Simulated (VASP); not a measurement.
Here is a VASP 6.6.1 calculation.

The input INCAR:

```
PREC     = Accurate       # precision mode
ENCUT    = 600            # plane-wave cutoff, eV
EDIFF    = 1E-6           # SCF threshold, eV
ISMEAR   = 0              # smearing method
SIGMA    = 0.1            # smearing width, eV
LREAL    = False          # projectors in reciprocal space
LASPH    = True           # aspherical terms in the spheres
NELM     = 60             # most SCF steps
ALGO     = Normal         # electronic algorithm
ISIF     = 3              # what is computed and relaxed
LWAVE    = False          # write WAVECAR
LCHARG   = False          # write CHGCAR
GGA      = PE             # functional
IBRION   = 2              # ionic algorithm
NSW      = 90             # ionic steps
EDIFFG   = -0.04          # ionic threshold
```

File KPOINTS:

```
Automatic mesh
0
Gamma
  8 8 2
```

File POSCAR:

```
MoH5
1.0
    2.4224157800      0.0000000000      0.0000000000
    0.0000000000      2.4224157800      0.0000000000
    0.0000000000      0.0000000000     10.2612752500
H Mo
5 1
Direct
    0.5000000000      0.5000000000      0.3344822800
    0.5000000000      0.5000000000      0.6655177200
    0.0000000000      0.0000000000      0.1759868000
    0.0000000000      0.0000000000      0.8240132000
    0.0000000000      0.0000000000      0.5000000000
    0.5000000000      0.5000000000      0.0000000000
```

Potentials or basis: VASP PAW PBE potentials, release 64 (H, Mo_sv).

Run with:

```sh
$ cat potpaw_PBE.64/H/POTCAR potpaw_PBE.64/Mo_sv/POTCAR > POTCAR
$ mpirun -np 1 vasp_std > vasp.out
```

Q: What does it give for the relaxed volume?

A: 5.82 Å³/atom.

Q: Predict the space group after relaxing (to 0.05 Å).

A: P4/mmm (No. 123).

Q: What does it give for the relaxed cell?

A: a = 2.746 Å, b = 2.746 Å, c = 4.635 Å, α = 90.00°, β = 90.00°, γ = 90.00°.

Final structure:
```
H Mo
1.0
     2.74562    0.00000    0.00000
     0.00000    2.74562    0.00000
     0.00000    0.00000    4.63489
H Mo
5 1
Cartesian
  1.3728 1.3728 1.8900
  1.3728 1.3728 2.7449
  0.0000 0.0000 1.3485
  0.0000 0.0000 3.2864
  0.0000 0.0000 2.3174
  1.3728 1.3728 0.0000
```

Caveat: the volume moved by over 15 % at a fixed basis, so the end points are rough.
